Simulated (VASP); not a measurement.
# I (Fm-3m) in VASP: notebook, part 2 of 2

VASP 6.6.1. Earlier steps stand in the parts before.

## (5) Single point, PBE (27.33 Å³/atom)

This run uses another cell than the first one, of 27.33 Å³/atom.

Contents of INCAR:

```
PREC = Accurate
ENCUT = 520
EDIFF = 1E-7
ISMEAR = -1
SIGMA = 0.05
LREAL = False
LASPH = True
NELM = 100
ALGO = Normal
ISIF = 2
LWAVE = False
LCHARG = True
GGA = PE
LELF = True
LVHAR = True
NBANDS = 10
```

Contents of KPOINTS:

```
regular mesh
0
Gamma
  14 14 14
```

Contents of POSCAR:

```
I
1.0
    0.0000000000      2.3908170242      2.3908170242
    2.3908170242      0.0000000000      2.3908170242
    2.3908170242      2.3908170242      0.0000000000
I
1
Direct
    0.0000000000      0.0000000000      0.0000000000
```

Potentials or basis: VASP PAW PBE potentials, release 64 (I).

Run with:

```bash
cat potpaw_PBE.64/I/POTCAR > POTCAR
mpirun -np 1 vasp_std > vasp.out
```

OUTCAR:

```text
PREC = Accurate
   ENCUT = 520
   EDIFF = 1E-7
   ISMEAR = -1
   LREAL = False
   LASPH = True
   NELM = 100
   ISIF = 2
   GGA = PE

 ion  position               nearest neighbor table
   1  0.000  0.000  0.000-

  LATTYP: Found a face centered cubic cell.
 ALAT       =     4.7816340484

  Lattice vectors:

 A1 = (   0.0000000000,   2.3908170242,   2.3908170242)
 A2 = (   2.3908170242,   0.0000000000,   2.3908170242)
[... 480 lines left out ...]
 k-point    24 :       0.2857    0.1429    0.0000
  band No.  band energies     occupation
      1      -6.1712      2.00000
      2       5.3242      2.00000
      3       8.0787      0.40559
      4       8.1710      0.07713
      5      15.0533      0.00000
      6      16.4764      0.00000
      7      18.7241      0.00000
      8      19.5363      0.00000
      9      22.6721      0.00000
     10      22.7992      0.00000

 [... further k-points ...]
[... 5 lines left out ...]
  --------------------------------------------------------------------------------------
  -------------------------------------------------------------------------------------
  Total        1.9335452      1.9335452      1.9335452      0.0000000      0.0000000      0.0000000
  in kB      113.3433139    113.3433139    113.3433139      0.0000000      0.0000000      0.0000000
  external PRESSURE =     113.3433139 kB  Pullay stress =       0.0000000 kB

 VOLUME and BASIS-vectors are now :
 -----------------------------------------------------------------------------
  energy-cutoff  :      520.00
  volume of cell :       27.33
      direct lattice vectors                 reciprocal lattice vectors
     0.000000000  2.390817024  2.390817024    -0.209133528  0.209133528  0.209133528
     2.390817024  0.000000000  2.390817024     0.209133528 -0.209133528  0.209133528
     2.390817024  2.390817024  0.000000000     0.209133528  0.209133528 -0.209133528

 POSITION                                       TOTAL-FORCE (eV/Angst)
 -----------------------------------------------------------------------------------
      0.00000      0.00000      0.00000        -0.000000      0.000000     -0.000000
 -----------------------------------------------------------------------------------
    total drift:                                0.000000      0.000000      0.000000

  FREE ENERGIE OF THE ION-ELECTRON SYSTEM (eV)
  ---------------------------------------------------
  free  energy   TOTEN  =        -0.8335566653 eV

  energy  without entropy=       -0.8251018205  energy(sigma->0) =       -0.82932924
```

OSZICAR:

```text
N       E                     dE             d eps       ncg     rms          rms(c)
DAV:   1     0.193814903609E+02    0.19381E+02   -0.26760E+03  2080   0.514E+02
DAV:   2    -0.202441521318E+00   -0.19584E+02   -0.19018E+02  2774   0.869E+01
DAV:   3    -0.828098428218E+00   -0.62566E+00   -0.60975E+00  2680   0.152E+01
DAV:   4    -0.832019138317E+00   -0.39207E-02   -0.39202E-02  2788   0.146E+00
DAV:   5    -0.832054062712E+00   -0.34924E-04   -0.34924E-04  2574   0.114E-01    0.654E+00
DAV:   6    -0.832861341762E+00   -0.80728E-03   -0.42854E-04  2570   0.134E-01    0.395E+00
DAV:   7    -0.833544785291E+00   -0.68344E-03   -0.10054E-03  2432   0.207E-01    0.485E-02
DAV:   8    -0.833554171516E+00   -0.93862E-05   -0.14350E-05  3120   0.235E-02    0.276E-02
DAV:   9    -0.833556960716E+00   -0.27892E-05   -0.62362E-06  2474   0.153E-02    0.127E-02
DAV:  10    -0.833556737683E+00    0.22303E-06   -0.32769E-07  2420   0.353E-03    0.980E-04
DAV:  11    -0.833556665284E+00    0.72399E-07   -0.11951E-07  2438   0.224E-03
   1 F= -.83355667E+00 E0= -.82932924E+00  d E =-.845484E-02
```

stdout:

```text
POSCAR found type information on POSCAR I
 POSCAR found :  1 types and       1 ions
 scaLAPACK will be used
 LDA part: xc-table for (Slater+PW92), standard interpolation
 POSCAR, INCAR and KPOINTS ok, starting setup
 FFT: planning ... GRIDC
 FFT: planning ... GRID_SOFT
 FFT: planning ... GRID
 WAVECAR not read
 entering main loop
```

Run time: 18 s. Hardware: 1 thread of Intel Xeon Platinum 8488C (Sapphire Rapids), shared host; peak memory 0.17 GiB.

What came out:

| Quantity | Value |
| --- | --- |
| Free energy | -0.8336 eV |
| Pressure | 11.3 GPa |
| Band gap on the k mesh | zero (an odd number of electrons rules out a gap without spin polarisation) |

Levels at points of the mesh, in eV from the Fermi level:
| k point | band 2 | band 3 | band 4 | band 5 | band 6 | band 7 |
| --- | --- | --- | --- | --- | --- | --- |
| (0.00, 0.00, 0.00) | 1.61 | 1.61 | 1.61 | 8.95 | 9.55 | 9.55 |
| (0.50, 0.00, 0.00) | -6.55 | 0.47 | 0.47 | 6.62 | 8.84 | 8.84 |
| (0.50, 0.50, 0.00) | -5.89 | -1.73 | -1.73 | 3.83 | 4.53 | 18.38 |

Caveat: the cell stands under pressure; spin-orbit coupling is left out, which moves the levels of the heavy elements; an odd number of electrons without spin polarisation forces a metal; a magnetic or distorted state may lie lower.

## (6) Single point, PBE (30.84 Å³/atom)

This run uses another cell than the first one, of 30.84 Å³/atom.

Contents of INCAR:

```
SYSTEM = I
PREC = Accurate
ENCUT = 520
EDIFF = 1E-7
ISMEAR = -1
SIGMA = 0.05
LREAL = .FALSE.
LASPH = .TRUE.
NELM = 100
ALGO = Normal
ISIF = 2
LWAVE = .FALSE.
LCHARG = .FALSE.
GGA = PE
NBANDS = 10
```

Contents of KPOINTS:

```
regular mesh
0
G
  14 14 14
  0 0 0
```

Contents of POSCAR:

```
I
1.0
    0.0000000000      2.4889090649      2.4889090649
    2.4889090649      0.0000000000      2.4889090649
    2.4889090649      2.4889090649      0.0000000000
I
1
Direct
    0.0000000000      0.0000000000      0.0000000000
```

Potentials or basis: VASP PAW PBE potentials, release 64 (I).

Run with:

```bash
cat potpaw_PBE.64/I/POTCAR > POTCAR
mpirun -np 1 vasp_std > vasp.out
```

OUTCAR:

```text
SYSTEM = I
   PREC = Accurate
   ENCUT = 520
   EDIFF = 1E-7
   ISMEAR = -1
   LREAL = .FALSE.
   LASPH = .TRUE.
   NELM = 100
   ISIF = 2
   GGA = PE

 ion  position               nearest neighbor table
   1  0.000  0.000  0.000-

  LATTYP: Found a face centered cubic cell.
 ALAT       =     4.9778181298

  Lattice vectors:

 A1 = (   0.0000000000,   2.4889090649,   2.4889090649)
 A2 = (   2.4889090649,   0.0000000000,   2.4889090649)
 A3 = (   2.4889090649,   2.4889090649,   0.0000000000)

Analysis of symmetry for initial positions (statically):
=====================================================================
 Subroutine PRICEL returns:
 Original cell was already a primitive cell.

 Routine SETGRP: Setting up the symmetry group for a
 face centered cubic supercell.

 Subroutine GETGRP returns: Found 48 space group operations
 (whereof 48 operations were pure point group operations)
 out of a pool of 48 trial point group operations.

The static configuration has the point symmetry O_h .

Analysis of symmetry for dynamics (positions and initial velocities):
=====================================================================
 Subroutine PRICEL returns:
[... 156 lines left out ...]

 val. band max:        6.1752856003   @ k =   0.5000   0.0714   0.0000
 cond. band min:       6.2196957334   @ k =  -0.2857   0.0714   0.0000
 fundamental gap:      0.0444101331
 Fermi energy:         6.1809484716

 k-point     1 :       0.0000    0.0000    0.0000
  band No.  band energies     occupation
      1      -8.1205      2.00000
      2       7.4586      0.00000
      3       7.4586      0.00000
      4       7.4586      0.00000
      5      14.1711      0.00000
      6      15.7888      0.00000
      7      15.7888      0.00000
      8      15.7888      0.00000
      9      17.7013      0.00000
     10      19.9829      0.00000
[... 287 lines left out ...]
 k-point    24 :       0.2857    0.1429    0.0000
  band No.  band energies     occupation
      1      -7.1882      2.00000
      2       3.8178      2.00000
      3       6.2534      0.38029
      4       6.3114      0.13724
      5      13.4663      0.00000
      6      14.7696      0.00000
      7      16.4770      0.00000
      8      17.4651      0.00000
      9      20.0983      0.00000
     10      20.6090      0.00000

 [... further k-points ...]
[... 5 lines left out ...]
  --------------------------------------------------------------------------------------
  -------------------------------------------------------------------------------------
  Total        0.8156016      0.8156016      0.8156016     -0.0000000     -0.0000000      0.0000000
  in kB       42.3771333     42.3771333     42.3771333     -0.0000000     -0.0000000      0.0000000
  external PRESSURE =      42.3771333 kB  Pullay stress =       0.0000000 kB

 VOLUME and BASIS-vectors are now :
 -----------------------------------------------------------------------------
  energy-cutoff  :      520.00
  volume of cell :       30.84
      direct lattice vectors                 reciprocal lattice vectors
     0.000000000  2.488909065  2.488909065    -0.200891229  0.200891229  0.200891229
     2.488909065  0.000000000  2.488909065     0.200891229 -0.200891229  0.200891229
     2.488909065  2.488909065  0.000000000     0.200891229  0.200891229 -0.200891229

 POSITION                                       TOTAL-FORCE (eV/Angst)
 -----------------------------------------------------------------------------------
      0.00000      0.00000      0.00000        -0.000000      0.000000     -0.000000
 -----------------------------------------------------------------------------------
    total drift:                                0.000000      0.000000      0.000000

  FREE ENERGIE OF THE ION-ELECTRON SYSTEM (eV)
  ---------------------------------------------------
  free  energy   TOTEN  =        -0.9957286432 eV

  energy  without entropy=       -0.9853178929  energy(sigma->0) =       -0.99052327
```

OSZICAR:

```text
N       E                     dE             d eps       ncg     rms          rms(c)
DAV:   1     0.183832552589E+02    0.18383E+02   -0.25865E+03  2088   0.504E+02
DAV:   2    -0.352432079460E+00   -0.18736E+02   -0.18307E+02  2722   0.834E+01
DAV:   3    -0.990482688463E+00   -0.63805E+00   -0.62141E+00  2688   0.150E+01
DAV:   4    -0.994999600532E+00   -0.45169E-02   -0.45155E-02  2612   0.150E+00
DAV:   5    -0.995046458421E+00   -0.46858E-04   -0.46858E-04  2718   0.139E-01    0.489E+00
DAV:   6    -0.995252189887E+00   -0.20573E-03   -0.10057E-03  2524   0.171E-01    0.297E+00
DAV:   7    -0.995727902498E+00   -0.47571E-03   -0.20146E-03  2378   0.251E-01    0.886E-02
DAV:   8    -0.995728464391E+00   -0.56189E-06   -0.70402E-05  2570   0.445E-02    0.205E-02
DAV:   9    -0.995729240063E+00   -0.77567E-06   -0.26220E-06  2894   0.101E-02    0.623E-03
DAV:  10    -0.995728737266E+00    0.50280E-06   -0.67025E-07  2426   0.353E-03    0.615E-03
DAV:  11    -0.995728643191E+00    0.94075E-07   -0.15803E-07  2404   0.275E-03
   1 F= -.99572864E+00 E0= -.99052327E+00  d E =-.104108E-01
```

It took 18 s on 1 thread of Intel Xeon Platinum 8488C (Sapphire Rapids), shared host; peak memory 0.17 GiB.

Results:

| Quantity | Value |
| --- | --- |
| Free energy | -0.9957 eV |
| Pressure | 4.2 GPa |
| Band gap on the k mesh | zero (an odd number of electrons rules out a gap without spin polarisation) |

Caveat: the cell stands under pressure; spin-orbit coupling is left out, which moves the levels of the heavy elements; an odd number of electrons without spin polarisation forces a metal; a magnetic or distorted state may lie lower.

## (7) The runs side by side

```csv
cell,gap on the mesh (eV),pressure (GPa)
"a = 3.063 Å, angles 60.0°, 1 atom",none,52.7
"a = 3.230 Å, angles 60.0°, 1 atom",none,25.0
"a = 3.381 Å, angles 60.0°, 1 atom",none,11.3
"a = 3.520 Å, angles 60.0°, 1 atom",none,4.2
```

Alike in all rows: task single point; level PBE; potentials or basis VASP PAW PBE potentials, release 64 (I); no spin polarisation; k mesh 14 × 14 × 14; cutoff (eV) 520; smearing fermi-dirac 0.05 eV.

Caveats: the cell stands under pressure; spin-orbit coupling is left out, which moves the levels of the heavy elements; an odd number of electrons without spin polarisation forces a metal; a magnetic or distorted state may lie lower.

Total energies depend on the potentials used, so only differences within one code and one set of settings carry meaning.
